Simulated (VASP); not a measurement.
Here is a VASP 6.6.1 calculation.

Contents of INCAR:

```
SYSTEM = MnS
  PREC = Accurate
  ENCUT = 520
  EDIFF = 1E-7
  ISMEAR = -1
  SIGMA = 0.05
  LREAL = .False.
  LASPH = .True.
  NELM = 150
  ALGO = Normal
  ISIF = 2
  LWAVE = .False.
  LCHARG = .False.
  ISPIN = 2
  MAGMOM = 5.5 0
  LORBIT = 11
  LMAXMIX = 4
  GGA = PS
  NBANDS = 20
```

KPOINTS

```
regular mesh
0
Gamma
  9 9 9
  0 0 0
```

Contents of POSCAR:

```
MnS
1.0
    0.0000000000      2.4734634191      2.4734634191
    2.4734634191      0.0000000000      2.4734634191
    2.4734634191      2.4734634191      0.0000000000
Mn S
1 1
Direct
    0.0000000000      0.0000000000      0.0000000000
    0.7500000000      0.7500000000      0.7500000000
```

Potentials or basis: VASP PAW PBE potentials, release 64 (Mn_pv, S).

Launch:

```sh
$ cat potpaw_PBE.64/Mn_pv/POTCAR potpaw_PBE.64/S/POTCAR > POTCAR
$ mpirun -np 1 vasp_std > vasp.out
```

Problem. Estimate the pressure.

Solution. -2.8 GPa.

Problem. Predict the site moments.

Solution. Mn -0.23; S +0.01 μB.

Problem. What does it give for the net moment?

Solution. -0.23 μB per cell.

Caveat: the PAW data sets were made with another functional, which shifts forces and pressure a little.
